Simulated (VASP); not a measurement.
# ZnS (F222) in VASP: a series of runs

Runs on ZnS. Level: PBE. Tasks: single point.

Program: VASP 6.6.1. These are calculated values, not measurements. Logs are shortened: lines on timing, memory, paths and dates and some standing lists are left out, and cuts for length are marked.

### Step 1. The cell of the first run

The structure is orthorhombic, space group F222 (No. 22). The conventional cell has a = 5.301 Å, b = 5.409 Å, c = 5.517 Å, α = 90.00°, β = 90.00°, γ = 90.00°. Zn (site symmetry 222) has 4 S at 2.34 Å within 3.1 Å. Within 3.1 Å of S (site symmetry 222) lie 4 Zn at 2.34 Å.

### Step 2. Single point, PBE (strain -0.0200 x Voigt [1, -1, 0, 0, 0, 0])

Input file INCAR:

```
ALGO     = Normal         # electronic algorithm
EDIFF    = 1E-6           # SCF threshold, eV
ENCUT    = 520            # plane-wave cutoff, eV
GGA      = PE             # functional
ISIF     = 2              # what is computed and relaxed
ISMEAR   = 0              # smearing method
LASPH    = True           # aspherical terms in the spheres
LCHARG   = False          # write CHGCAR
LREAL    = False          # projectors in reciprocal space
LWAVE    = False          # write WAVECAR
NBANDS   = 16             # bands
NELM     = 80             # most SCF steps
PREC     = Accurate       # precision mode
SIGMA    = 0.05           # smearing width, eV
```

Input file KPOINTS:

```
k-points
0
Gamma
  10 10 10
```

Input file POSCAR:

```
ZnS
1.0
    0.0000000000      2.7587430000      2.7046500000
    2.6505570000      0.0000000000      2.7046500000
    2.6505570000      2.7587430000      0.0000000000
Zn S
1 1
Direct
    0.0000000000      0.0000000000      0.0000000000
    0.7500000000      0.7500000000      0.7500000000
```

Potentials or basis: VASP PAW PBE potentials, release 64 (Zn, S).

On the command line:

```console
$ cat potpaw_PBE.64/Zn/POTCAR potpaw_PBE.64/S/POTCAR > POTCAR
$ mpirun -np 1 vasp_std > vasp.out
```

OUTCAR:

```text
EDIFF = 1E-6
   ENCUT = 520
   GGA = PE
   ISIF = 2
   ISMEAR = 0
   LASPH = True
   LREAL = False
   NELM = 80
   PREC = Accurate

 ion  position               nearest neighbor table
   1  0.000  0.000  0.000-   2 2.34   2 2.34   2 2.34   2 2.34
   2  0.750  0.750  0.750-   1 2.34   1 2.34   1 2.34   1 2.34

  LATTYP: Found a face centered orthorhombic cell.
 ALAT       =     5.3011140000
 B/A-ratio  =     1.0204081633
 C/A-ratio  =     1.0408163265

  Lattice vectors:

 A1 = (   0.0000000000,   2.7587430000,  -2.7046500000)
 A2 = (   2.6505570000,   2.7587430000,   0.0000000000)
 A3 = (   2.6505570000,   0.0000000000,  -2.7046500000)

Analysis of symmetry for initial positions (statically):
=====================================================================
 Subroutine PRICEL returns:
 Original cell was already a primitive cell.

 Routine SETGRP: Setting up the symmetry group for a
 face centered orthorhombic supercell.

 Subroutine GETGRP returns: Found  4 space group operations
 (whereof  4 operations were pure point group operations)
 out of a pool of  8 trial point group operations.

The static configuration has the point symmetry D_2 .

Analysis of symmetry for dynamics (positions and initial velocities):
=====================================================================
 Subroutine PRICEL returns:
 Original cell was already a primitive cell.

 Routine SETGRP: Setting up the symmetry group for a
 face centered orthorhombic supercell.

 Subroutine GETGRP returns: Found  4 space group operations
 (whereof  4 operations were pure point group operations)
 out of a pool of  8 trial point group operations.

The dynamic configuration has the point symmetry D_2 .

 Subroutine INISYM returns: Found  4 space group operations
 (whereof  4 operations are pure point group operations),
 and found     1 'primitive' translations

----------------------------------------------------------------------------------------

                                     Primitive cell

  volume of cell :      39.5539

  direct lattice vectors                    reciprocal lattice vectors
     0.000000000  2.758743000  2.704650000    -0.188639595  0.181241964  0.184866803
     2.650557000  0.000000000  2.704650000     0.188639595 -0.181241964  0.184866803
     2.650557000  2.758743000  0.000000000     0.188639595  0.181241964 -0.184866803

  length of vectors
     3.863391588  3.786896359  3.825717626     0.320326836  0.320326836  0.320326836

  position of ions in fractional coordinates (direct lattice)
     0.000000000  0.000000000  0.000000000
[... 81 lines left out ...]
   NSW    =      0    number of steps for IOM
   IBRION =     -1    ionic relax: 0-MD 1-quasi-New 2-CG
   NFREE  =      0    steps in history (QN), initial steepest desc. (CG)
   ISIF   =      2    stress and relaxation
   ISYM   =      2    0-nonsym 1-usesym 2-fastsym
   POTIM  = 0.5000    time-step for ionic-motion
   TEBEG  =    0.0;   TEEND  =   0.0 temperature during run
   PSTRESS=    0.0 pullay stress
   NELECT =      18.0000    total number of electrons
   NUPDOWN=      -1.0000    fix difference up-down
   EMIN   =  10.00;   EMAX   =-10.00  energy-range for DOS
   EFERMI =   0.00;   METHOD = LEGACY
   ISMEAR =     0;   SIGMA  =   0.05  broadening in eV -4-tet -1-fermi 0-gaus
   EFERMI_NEDOS =   21; number of points for ismear=-14 and -15
   IALGO  =     38    algorithm
   IMIX   =      4    mixing-type and parameters
     AMIX     =   0.40;   BMIX     =  1.00
     AMIX_MAG =   1.60;   BMIX_MAG =  1.00
  volume/ion in A,a.u.               =      19.78       133.46
  Fermi-wavevector in a.u.,A,eV,Ry     =   1.259223  2.379586 21.573963  1.585642
  Thomas-Fermi vector in A             =   2.392793
   LORBIT       =      0    0 simple, 1 ext, 2 COOP (PROOUT), +10 PAW based schemes
   GGA     = PE    functional components
   LHFCALC =     F    Hartree Fock is set to
   AEXX    =    0.0000 exact exchange contribution
   IVDW    =     0    specifies the selected vdW correction
   LEPSILON=     F    determine dielectric tensor
   LRPA    =     F    only Hartree local field effects (RPA)
 non-spin polarized calculation
 Gauss-broadening in eV      SIGMA  =   0.05
  energy-cutoff  :      520.00
  volume of cell :       39.55
 maximum number of plane-waves:      1078
 NGX is ok and might be reduce to    30
   NGX = 15   NGY = 15   NGZ = 15

 number of electron      18.0000011 magnetization

 Free energy of the ion-electron system (eV)
  ---------------------------------------------------
  ext. energy  EPLUGINS =         0.00000000
  ---------------------------------------------------
  free energy    TOTEN  =        -6.84443803 eV

  energy without entropy =       -6.84443803  energy(sigma->0) =       -6.84443803

 E-fermi :   2.3609     XC(G=0):  -9.6197

 val. band max:        2.1484673814   @ k =   0.0000   0.0000   0.0000
 cond. band min:       4.1805830200   @ k =   0.0000   0.0000   0.0000
 fundamental gap:      2.0321156386
 Fermi energy:         2.3608727917

 k-point     1 :       0.0000    0.0000    0.0000
  band No.  band energies     occupation
      1     -11.0373      2.00000
      2      -4.2566      2.00000
      3      -4.2439      2.00000
      4      -4.2329      2.00000
      5      -3.7562      2.00000
      6      -3.7465      2.00000
[... 433 lines left out ...]
      3      -4.0180      2.00000
      4      -3.9765      2.00000
      5      -3.7308      2.00000
      6      -3.6903      2.00000
[... 8 lines left out ...]
     15      15.3877      0.00000
     16      17.8723      0.00000

 [... further k-points ...]

------------------------ aborting loop because EDIFF is reached ----------------------------------------

  FORCE on cell =-STRESS in cart. coord.  units (eV):
  Direction    XX          YY          ZZ          XY          YZ          ZX
  --------------------------------------------------------------------------------------
  -------------------------------------------------------------------------------------
  Total        0.5707077      0.1737607      0.3936937      0.0000000      0.0000000      0.0000000
  in kB       23.1171784      7.0383791     15.9470202      0.0000000      0.0000000      0.0000000
  external PRESSURE =      15.3675259 kB  Pullay stress =       0.0000000 kB

 VOLUME and BASIS-vectors are now :
 -----------------------------------------------------------------------------
  energy-cutoff  :      520.00
  volume of cell :       39.55
      direct lattice vectors                 reciprocal lattice vectors
     0.000000000  2.758743000  2.704650000    -0.188639595  0.181241964  0.184866803
     2.650557000  0.000000000  2.704650000     0.188639595 -0.181241964  0.184866803
     2.650557000  2.758743000  0.000000000     0.188639595  0.181241964 -0.184866803

 POSITION                                       TOTAL-FORCE (eV/Angst)
 -----------------------------------------------------------------------------------
      0.00000      0.00000      0.00000         0.000000      0.000000      0.000000
      3.97584      4.13811      4.05697        -0.000000     -0.000000      0.000000
 -----------------------------------------------------------------------------------
    total drift:                               -0.000004     -0.000005     -0.000004

  FREE ENERGIE OF THE ION-ELECTRON SYSTEM (eV)
  ---------------------------------------------------
  free  energy   TOTEN  =        -6.8444380256 eV

  energy  without entropy=       -6.8444380256  energy(sigma->0) =       -6.84443803
```

stdout:

```text
POSCAR found type information on POSCAR ZnS
 POSCAR found :  2 types and       2 ions
 scaLAPACK will be used
 LDA part: xc-table for (Slater+PW92), standard interpolation
 POSCAR, INCAR and KPOINTS ok, starting setup
 FFT: planning ... GRIDC
 FFT: planning ... GRID_SOFT
 FFT: planning ... GRID
 WAVECAR not read
 entering main loop
```

It took 2.6 min on 1 thread of Intel Xeon 8259CL, shared host; peak memory 0.24 GiB.

Results:

- Free energy: -6.8444 eV
- Pressure: 1.5 GPa
- Band gap on the k mesh: 2.03 eV

Caveat: the cell differs from its parent crystal (strain -0.0200 x Voigt [1, -1, 0, 0, 0, 0]).

### Step 3. Single point, PBE (strain +0.0100 x Voigt [1, -1, 0, 0, 0, 0])

Input file INCAR:

```
SYSTEM = ZnS
  PREC = Accurate
  ENCUT = 520
  EDIFF = 1E-6
  ISMEAR = 0
  SIGMA = 0.05
  LREAL = .FALSE.
  LASPH = .TRUE.
  NELM = 80
  ALGO = Normal
  ISIF = 2
  LWAVE = .FALSE.
  LCHARG = .TRUE.
  GGA = PE
  LELF = .TRUE.
  LVHAR = .TRUE.
  NBANDS = 16
```

Input file KPOINTS:

```
regular mesh
0
G
  10 10 10
  0 0 0
```

Input file POSCAR:

```
ZnS
1.0
    0.0000000000      2.6776035000      2.7046500000
    2.7316965000      0.0000000000      2.7046500000
    2.7316965000      2.6776035000      0.0000000000
Zn S
1 1
Direct
    0.0000000000      0.0000000000      0.0000000000
    0.7500000000      0.7500000000      0.7500000000
```

Potentials or basis: VASP PAW PBE potentials, release 64 (Zn, S).

On the command line:

```console
$ cat potpaw_PBE.64/Zn/POTCAR potpaw_PBE.64/S/POTCAR > POTCAR
$ mpirun -np 1 vasp_std > vasp.out
```

Run time: 2 min. Hardware: 1 thread of Intel Xeon 8259CL, shared host; peak memory 0.24 GiB.

The run converged. Its results:

| Property | Result |
| --- | --- |
| Free energy | -6.8475 eV |
| Pressure | 1.5 GPa |
| Band gap on the k mesh | 2.07 eV |

Stress tensor (GPa, compression positive):
```
1.13 0.00 0.00
0.00 1.93 0.00
0.00 0.00 1.55
```

Levels at points of the mesh, in eV from the valence-band top:
| k point | band 5 | band 6 | band 7 | band 8 | band 9 | band 10 | band 11 | band 12 | band 13 | band 14 |
| --- | --- | --- | --- | --- | --- | --- | --- | --- | --- | --- |
| (0.00, 0.00, 0.00) | -5.87 | -5.86 | -0.07 | -0.03 | 0.00 | 2.07 | 6.37 | 6.37 | 6.37 | 11.57 |
| (0.50, 0.00, 0.00) | -5.83 | -5.67 | -5.30 | -0.94 | -0.85 | 3.27 | 6.82 | 6.97 | 8.83 | 12.12 |
| (0.50, 0.50, 0.00) | -5.79 | -5.65 | -4.58 | -2.26 | -2.22 | 3.38 | 4.04 | 10.92 | 11.82 | 11.98 |
| (0.50, 0.00, 0.50) | -5.79 | -5.64 | -4.52 | -2.30 | -2.28 | 3.33 | 3.94 | 11.03 | 11.85 | 11.93 |
| (0.00, 0.50, 0.50) | -5.79 | -5.67 | -4.64 | -2.20 | -2.18 | 3.43 | 4.14 | 10.81 | 11.89 | 11.97 |

Caveat: the cell differs from its parent crystal (strain +0.0100 x Voigt [1, -1, 0, 0, 0, 0]).
